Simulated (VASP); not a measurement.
# TiTe2 (P-3m1) in VASP: single point with r2SCAN+D3(BJ)

Aim: the single point of TiTe2 with r2SCAN+D3(BJ).

Everything below comes from runs of VASP 6.6.1. Logs are shortened: lines on timing, memory, paths and dates and some standing lists are left out, and cuts for length are marked.

## Step 1: The cell of the first run

Symmetry: P-3m1, No. 164, trigonal system. The conventional cell has a = 3.773 Å, b = 3.773 Å, c = 6.575 Å, α = 90.00°, β = 90.00°, γ = 120.00°. Ti (site symmetry -3m) has 6 Te at 2.76 Å within 3.6 Å. Within 3.6 Å of Te (site symmetry 3m) lie 3 Ti at 2.76 Å.

## Step 2: Single point, r2SCAN+D3(BJ)

Contents of POSCAR:

```
TiTe2
1.0
    3.7731080549      0.0000000000      0.0000000000
   -1.8865540275      3.2676074268      0.0000000000
    0.0000000000      0.0000000000      6.5745391422
Ti Te
1 2
Direct
    0.0000000000      0.0000000000      0.0000000000
    0.6666666667      0.3333333333      0.2581220760
    0.3333333333      0.6666666667      0.7418779240
```

Contents of INCAR.step1:

```
SYSTEM = TiTe2
  PREC = Accurate
  ENCUT = 520
  ISMEAR = -1
  SIGMA = 0.15
  LREAL = .False.
  LASPH = .True.
  NELM = 60
  NBANDS = 19
  GGA = PE
  ALGO = Normal
  EDIFF = 1E-4
  LWAVE = .True.
  LCHARG = .False.
```

Contents of INCAR.step2:

```
SYSTEM = TiTe2
  PREC = Accurate
  ENCUT = 520
  EDIFF = 1E-7
  ISMEAR = -1
  SIGMA = 0.15
  LREAL = .False.
  LASPH = .True.
  NELM = 60
  ALGO = Normal
  ISIF = 2
  LWAVE = .False.
  LCHARG = .False.
  METAGGA = R2SCAN
  LMIXTAU = .True.
  IVDW = 12
  VDW_S6 = 1.0
  VDW_S8 = 0.78981345
  VDW_A1 = 0.49484001
  VDW_A2 = 5.73083694
  NBANDS = 19
  ISTART = 1
```

Contents of KPOINTS:

```
Automatic mesh
0
Gamma
  15 15 8
  0 0 0
```

Potentials or basis: VASP PAW PBE potentials, release 64 (Ti_sv, Te).

Launch:

```
$ cat potpaw_PBE.64/Ti_sv/POTCAR potpaw_PBE.64/Te/POTCAR > POTCAR
$ cp INCAR.step1 INCAR
$ mpirun -np 1 vasp_std > vasp.out
$ cp INCAR.step2 INCAR
$ mpirun -np 1 vasp_std > vasp.out
```

OUTCAR:

```text
SYSTEM = TiTe2
   PREC = Accurate
   ENCUT = 520
   EDIFF = 1E-7
   ISMEAR = -1
   LREAL = .False.
   LASPH = .True.
   NELM = 60
   ISIF = 2
   METAGGA = R2SCAN
   IVDW = 12
   ISTART = 1
 IVDW          = 12

 ion  position               nearest neighbor table
   1  0.000  0.000  0.000-   2 2.76   3 2.76   2 2.76   3 2.76   2 2.76   3 2.76
   2  0.667  0.333  0.258-   1 2.76   1 2.76   1 2.76
   3  0.333  0.667  0.742-   1 2.76   1 2.76   1 2.76

  LATTYP: Found a hexagonal cell.
 ALAT       =     3.7731080549
 C/A-ratio  =     1.7424730611

  Lattice vectors:

 A1 = (   3.7731080549,   0.0000000000,   0.0000000000)
 A2 = (  -1.8865540275,   3.2676074268,   0.0000000000)
 A3 = (   0.0000000000,   0.0000000000,   6.5745391422)

Analysis of symmetry for initial positions (statically):
=====================================================================
 Subroutine PRICEL returns:
 Original cell was already a primitive cell.

 Routine SETGRP: Setting up the symmetry group for a
 hexagonal supercell.

 Subroutine GETGRP returns: Found 12 space group operations
 (whereof 12 operations were pure point group operations)
 out of a pool of 24 trial point group operations.

The static configuration has the point symmetry D_3d.

Analysis of symmetry for dynamics (positions and initial velocities):
=====================================================================
 Subroutine PRICEL returns:
 Original cell was already a primitive cell.

 Routine SETGRP: Setting up the symmetry group for a
 hexagonal supercell.

 Subroutine GETGRP returns: Found 12 space group operations
 (whereof 12 operations were pure point group operations)
 out of a pool of 24 trial point group operations.

The dynamic configuration has the point symmetry D_3d.

 Subroutine INISYM returns: Found 12 space group operations
 (whereof 12 operations are pure point group operations),
 and found     1 'primitive' translations

----------------------------------------------------------------------------------------

                                     Primitive cell

  volume of cell :      81.0577

  direct lattice vectors                    reciprocal lattice vectors
     3.773108055  0.000000000  0.000000000     0.265033491  0.153017157  0.000000000
    -1.886554027  3.267607427  0.000000000     0.000000000  0.306034315  0.000000000
     0.000000000  0.000000000  6.574539142     0.000000000  0.000000000  0.152101916

  length of vectors
     3.773108055  3.773108055  6.574539142     0.306034315  0.306034315  0.152101916

  position of ions in fractional coordinates (direct lattice)
     0.000000000  0.000000000  0.000000000
     0.666666667  0.333333333  0.258122076
     0.333333333  0.666666667  0.741877924

  ion indices of the primitive-cell ions
   primitive index   ion index
                 1           1
                 2           2
                 3           3

----------------------------------------------------------------------------------------

 KPOINTS: Automatic mesh

Automatic generation of k-mesh.
 Grid dimensions read from file:
 generate k-points for:   15   15    8

 Generating k-lattice:

  Cartesian coordinates                     Fractional coordinates (reciprocal lattice)
     0.017668899  0.010201144  0.000000000     0.066666667  0.000000000  0.000000000
     0.000000000  0.020402288  0.000000000     0.000000000  0.066666667  0.000000000
     0.000000000  0.000000000  0.019012739     0.000000000  0.000000000  0.125000000

  Length of vectors
     0.020402288  0.020402288  0.019012739

  Shift w.r.t. Gamma in fractional coordinates (k-lattice)
     0.000000000  0.000000000  0.000000000

 Subroutine IBZKPT returns following result:
 ===========================================

 Found    192 irreducible k-points:

 Following reciprocal coordinates:
            Coordinates               Weight
  0.000000  0.000000  0.000000      1.000000
  0.066667  0.000000  0.000000      6.000000
  0.133333  0.000000  0.000000      6.000000
  0.200000  0.000000  0.000000      6.000000
  0.266667  0.000000  0.000000      6.000000
  0.333333  0.000000  0.000000      6.000000
[... 16 lines left out ...]
  0.333333  0.200000  0.000000     12.000000
  0.400000  0.200000  0.000000      6.000000
 [... further k-points ...]
   k-points           NKPTS =    192   k-points in BZ     NKDIM =    192   number of bands    NBANDS=     19
   number of dos      NEDOS =    301   number of ions     NIONS =      3
   total plane-waves  NPLWV =  39200
   dimension x,y,z NGX =    28 NGY =   28 NGZ =   50
   dimension x,y,z NGXF=    56 NGYF=   56 NGZF=  100
   ions per type =               1   2
   NGX,Y,Z   is equivalent  to a cutoff of  12.34, 12.34, 12.64 a.u.
   NGXF,Y,Z  is equivalent  to a cutoff of  24.67, 24.67, 25.29 a.u.
 SYSTEM =  TiTe2
   PREC   = accura    normal or accurate (medium, high low for compatibility)
   ISTART =      1    job   : 0-new  1-cont  2-samecut
   ICHARG =      0    charge: 1-file 2-atom 10-const
   ISPIN  =      1    spin polarized calculation?
   LNONCOLLINEAR =      F non collinear calculations
   LSORBIT =      F    spin-orbit coupling
   LASPH  =      T    aspherical Exc in radial PAW
   ENCUT  =  520.0 eV  38.22 Ry    6.18 a.u.   7.02  7.02 12.22*2*pi/ulx,y,z
   NELM   =     60;   NELMIN=  2; NELMDL=  0     # of ELM steps
   EDIFF  = 0.1E-06   stopping-criterion for ELM
   LREAL  =      F    real-space projection
   EDIFFG = 0.1E-05   stopping-criterion for IOM
   NSW    =      0    number of steps for IOM
   IBRION =     -1    ionic relax: 0-MD 1-quasi-New 2-CG
   NFREE  =      0    steps in history (QN), initial steepest desc. (CG)
   ISIF   =      2    stress and relaxation
   ISYM   =      2    0-nonsym 1-usesym 2-fastsym
   POTIM  = 0.5000    time-step for ionic-motion
   TEBEG  =    0.0;   TEEND  =   0.0 temperature during run
   PSTRESS=    0.0 pullay stress
   NELECT =      24.0000    total number of electrons
   NUPDOWN=      -1.0000    fix difference up-down
   EMIN   =  10.00;   EMAX   =-10.00  energy-range for DOS
   EFERMI =   0.00;   METHOD = LEGACY
   ISMEAR =    -1;   SIGMA  =   0.15  broadening in eV -4-tet -1-fermi 0-gaus
   EFERMI_NEDOS =   21; number of points for ismear=-14 and -15
   IALGO  =     38    algorithm
   IMIX   =      4    mixing-type and parameters
     AMIX     =   0.40;   BMIX     =  1.00
     AMIX_MAG =   1.60;   BMIX_MAG =  1.00
  volume/ion in A,a.u.               =      27.02       182.33
  Fermi-wavevector in a.u.,A,eV,Ry     =   1.091140  2.061955 16.198910  1.190586
  Thomas-Fermi vector in A             =   2.227379
   LORBIT       =      0    0 simple, 1 ext, 2 COOP (PROOUT), +10 PAW based schemes
   METAGGA = R2SCAN    functional components
   LHFCALC =     F    Hartree Fock is set to
   AEXX    =    0.0000 exact exchange contribution
   IVDW    =    12    specifies the selected vdW correction
   LEPSILON=     F    determine dielectric tensor
   LRPA    =     F    only Hartree local field effects (RPA)
 non-spin polarized calculation
  energy-cutoff  :      520.00
  volume of cell :       81.06
 maximum number of plane-waves:      2211
   NGX = 13   NGY = 13   NGZ = 25

 number of electron      23.9999991 magnetization

 Free energy of the ion-electron system (eV)
  ---------------------------------------------------
  ext. energy  EPLUGINS =         0.00000000
  ---------------------------------------------------
  free energy    TOTEN  =       -66.31360913 eV

  energy without entropy =      -66.22126966  energy(sigma->0) =      -66.26743940

 E-fermi :   6.6670     XC(G=0): -10.2787

 val. band max:        6.6636230918   @ k =   0.0667   0.0000   0.1250
 cond. band min:       6.6895736150   @ k =   0.3333   0.0000   0.3750
 fundamental gap:      0.0259505232
 Fermi energy:         6.6669721647

 k-point     1 :       0.0000    0.0000    0.0000
  band No.  band energies     occupation
      1     -53.3152      2.00000
      2     -28.5286      2.00000
      3     -28.5285      2.00000
      4     -28.4879      2.00000
      5      -6.2848      2.00000
      6      -4.7685      2.00000
[... 11 lines left out ...]
     18      12.3229      0.00000
     19      13.3461      0.00000

 k-point     2 :       0.0667    0.0000    0.0000
  band No.  band energies     occupation
      1     -53.3151      2.00000
      2     -28.5305      2.00000
      3     -28.5290      2.00000
      4     -28.4874      2.00000
      5      -6.2325      2.00000
      6      -4.7409      2.00000
[... 11 lines left out ...]
     18      12.6994      0.00000
     19      13.5846      0.00000

 k-point     3 :       0.1333    0.0000    0.0000
  band No.  band energies     occupation
      1     -53.3147      2.00000
      2     -28.5360      2.00000
      3     -28.5302      2.00000
      4     -28.4861      2.00000
      5      -6.0786      2.00000
      6      -4.6617      2.00000
[... 11 lines left out ...]
     18      13.2204      0.00000
     19      14.0424      0.00000

 k-point     4 :       0.2000    0.0000    0.0000
  band No.  band energies     occupation
      1     -53.3141      2.00000
      2     -28.5440      2.00000
      3     -28.5321      2.00000
      4     -28.4842      2.00000
      5      -5.8321      2.00000
      6      -4.5419      2.00000
[... 407 lines left out ...]
     18      11.8798      0.00000
     19      14.3799      0.00000

 k-point    23 :       0.3333    0.2000    0.0000
  band No.  band energies     occupation
      1     -53.3119      2.00000
      2     -28.5668      2.00000
      3     -28.5475      2.00000
      4     -28.4766      2.00000
      5      -4.4463      2.00000
      6      -4.1221      2.00000
[... 11 lines left out ...]
     18      11.5653      0.00000
     19      14.5150      0.00000

 k-point    24 :       0.4000    0.2000    0.0000
  band No.  band energies     occupation
      1     -53.3118      2.00000
      2     -28.5677      2.00000
      3     -28.5485      2.00000
      4     -28.4762      2.00000
      5      -4.2946      2.00000
      6      -4.1567      2.00000
[... 11 lines left out ...]
     18      11.4720      0.00000
     19      14.5655      0.00000

 [... further k-points ...]

------------------------ aborting loop because EDIFF is reached ----------------------------------------

 Edisp (eV)   -0.68118

 E8    (eV) :    -0.2484

  FORCE on cell =-STRESS in cart. coord.  units (eV):
  Direction    XX          YY          ZZ          XY          YZ          ZX
  --------------------------------------------------------------------------------------
  -------------------------------------------------------------------------------------
  Total       0.06464     0.06464     0.04696    -0.00000     0.00000     0.00000
  in kB       1.27773     1.27773     0.92828    -0.00000     0.00000     0.00000
  external pressure =        1.16 kB  Pullay stress =        0.00 kB

 VOLUME and BASIS-vectors are now :
 -----------------------------------------------------------------------------
  energy-cutoff  :      520.00
  volume of cell :       81.06
      direct lattice vectors                 reciprocal lattice vectors
     3.773108055  0.000000000  0.000000000     0.265033491  0.153017157  0.000000000
    -1.886554027  3.267607427  0.000000000     0.000000000  0.306034315  0.000000000
     0.000000000  0.000000000  6.574539142     0.000000000  0.000000000  0.152101916

 POSITION                                       TOTAL-FORCE (eV/Angst)
 -----------------------------------------------------------------------------------
      0.00000      0.00000      0.00000         0.000000      0.000000      0.000000
      1.88655      1.08920      1.69703        -0.000000      0.000000      0.019193
     -0.00000      2.17840      4.87751         0.000000     -0.000000     -0.019193
 -----------------------------------------------------------------------------------
    total drift:                               -0.000000      0.000000     -0.000000

  FREE ENERGIE OF THE ION-ELECTRON SYSTEM (eV)
  ---------------------------------------------------
  free  energy   TOTEN  =       -66.9947873254 eV

  energy  without entropy=      -66.9024478634  energy(sigma->0) =      -66.94861759
```

It took 7 min on 1 thread of Intel Xeon Platinum 8559C (Emerald Rapids), shared host; peak memory 0.42 GiB.

Results:

```yaml
Free_energy: -66.9948 eV
Pressure: 0.1 GPa
Largest_force: 0.019 eV/Å
Band_gap_on_the_k_mesh: zero (bands 12 and 13 overlap by 0.60 eV)
Dispersion_energy_per_atom: -0.227 eV
```

Forces on the atoms (eV/Å):
```
Ti   0.000  0.000  0.000
Te   0.000  0.000  0.019
Te   0.000  0.000 -0.019
```

Caveat: the PAW data sets were made with another functional, which shifts forces and pressure a little; spin-orbit coupling is left out, which moves the levels of the heavy elements.

The gap in the log of VASP goes by the Fermi energy; the results here count the filled bands.